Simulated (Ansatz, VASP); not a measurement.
**Cu: VASP beside Ansatz**

POSCAR

```
Cu
1.0
    0.0000000000      1.7881324402      1.7881324402
    1.7881324402      0.0000000000      1.7881324402
    1.7881324402      1.7881324402      0.0000000000
Cu
1
Direct
    0.0000000000      0.0000000000      0.0000000000
```

File INCAR.step1:

```
SYSTEM = Cu
ALGO     = Normal         ! electronic algorithm
EDIFF    = 1E-4           ! SCF threshold, eV
ENCUT    = 520            ! plane-wave cutoff, eV
GGA      = PE             ! functional
ISMEAR   = -1             ! smearing method
LASPH    = .TRUE.         ! aspherical terms in the spheres
LCHARG   = .FALSE.        ! write CHGCAR
LREAL    = .FALSE.        ! projectors in reciprocal space
LWAVE    = .TRUE.         ! write WAVECAR
NBANDS   = 12             ! bands
NELM     = 80             ! most SCF steps
PREC     = Accurate       ! precision mode
SIGMA    = 0.03           ! smearing width, eV
```

The input INCAR.step2:

```
SYSTEM = Cu
ALGO     = Normal         ! electronic algorithm
EDIFF    = 1E-6           ! SCF threshold, eV
ENCUT    = 520            ! plane-wave cutoff, eV
ISIF     = 2              ! what is computed and relaxed
ISMEAR   = -1             ! smearing method
ISTART   = 1            
LASPH    = .TRUE.         ! aspherical terms in the spheres
LCHARG   = .FALSE.        ! write CHGCAR
LMIXTAU  = .TRUE.       
LREAL    = .FALSE.        ! projectors in reciprocal space
LWAVE    = .FALSE.        ! write WAVECAR
METAGGA  = R2SCAN         ! meta-GGA
NBANDS   = 12             ! bands
NELM     = 80             ! most SCF steps
PREC     = Accurate       ! precision mode
SIGMA    = 0.03           ! smearing width, eV
```

Contents of KPOINTS:

```
k-points
0
G
  15 15 15
  0 0 0
```

Input for Ansatz:

```yaml
crystal:
  lattice:
    - [0.0, 1.7881324402, 1.7881324402]
    - [1.7881324402, 0.0, 1.7881324402]
    - [1.7881324402, 1.7881324402, 0.0]
  atoms:
    - { symbol: Cu, position: [0.0, 0.0, 0.0] }
hamiltonian:
  xc: r2scan
  pseudopotentials:
    kind: paw
    azcp:
      Cu: "pseudopotentials/Cu.paw.azcp"
basis:
  ecutwfc: 500
  fft_grid_basis: typed
kpoints:
  mp_grid: { grid: [15, 15, 15], shift: [0, 0, 0] }
magnetization:
  spin_polarized: false
scf:
  occupations: { method: fermi_dirac, width: 0.03 }
  lower_state_search: "off"
output:
  stress: true
```

Alike in both runs: task single point; functional r2SCAN; k mesh 15 × 15 × 15; occupations fermi-dirac, width 0.03 eV; no spin polarisation.

|  | VASP | Ansatz |
| --- | --- | --- |
| version | VASP 6.6.1 | Ansatz 0.2.0 |
| potentials or method | VASP PAW PBE potentials, release 64 (Cu), cutoff 520 eV | plane waves (500 eV) with PAW, scalar-relativistic |
| valence electrons in the cell | 11 | 19 |

Ansatz gave:

```
pressure (GPa) : -0.2
```

Task: Which values does VASP return?

Result: Pressure (GPa): 0.3.

VASP's potentials were made for PBE, not for r2SCAN. The functional is the same, so the differences come from potentials, cutoffs and numerics. VASP's potentials hold 11 valence electrons a cell and Ansatz's 19, so a difference there can come from the potentials and not from the codes.
